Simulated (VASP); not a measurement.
Input of a VASP 6.6.1 run:

Contents of INCAR:

```
SYSTEM = BeSe
PREC     = Accurate       ! precision mode
ENCUT    = 600            ! plane-wave cutoff, eV
EDIFF    = 1E-6           ! SCF threshold, eV
ISMEAR   = 0              ! smearing method
SIGMA    = 0.01           ! smearing width, eV
LREAL    = .False.        ! projectors in reciprocal space
LASPH    = .True.         ! aspherical terms in the spheres
NELM     = 120            ! most SCF steps
ALGO     = Normal         ! electronic algorithm
ISIF     = 2              ! what is computed and relaxed
LWAVE    = .False.        ! write WAVECAR
LCHARG   = .True.         ! write CHGCAR
GGA      = PS             ! functional
IVDW     = 13             ! dispersion correction
LELF     = .True.         ! ELF
LVHAR    = .True.       
NBANDS   = 11             ! bands
GGA_COMPAT= .False.
```

File KPOINTS:

```
Automatic mesh
0
Gamma
  6 6 6
  0 0 0
```

Contents of POSCAR:

```
BeSe
1.0
    0.0000000000      2.5810355899      2.5810355899
    2.5810355899      0.0000000000      2.5810355899
    2.5810355899      2.5810355899      0.0000000000
Be Se
1 1
Direct
    0.0000000000      0.0000000000      0.0000000000
    0.2500000000      0.2500000000      0.2500000000
```

Potentials or basis: VASP PAW PBE potentials, release 64 (Be, Se).

Command:

```console
$ cat potpaw_PBE.64/Be/POTCAR potpaw_PBE.64/Se/POTCAR > POTCAR
$ mpirun -np 1 vasp_std > vasp.out
```

Predict the dispersion energy per atom.

-0.154 eV.

What does it give for the pressure?

-2.5 GPa.

Predict the band gap on the k mesh.

2.49 eV (least direct gap 4.15 eV).

Caveat: the PAW data sets were made with another functional, which shifts forces and pressure a little. A k mesh can miss the band edges.
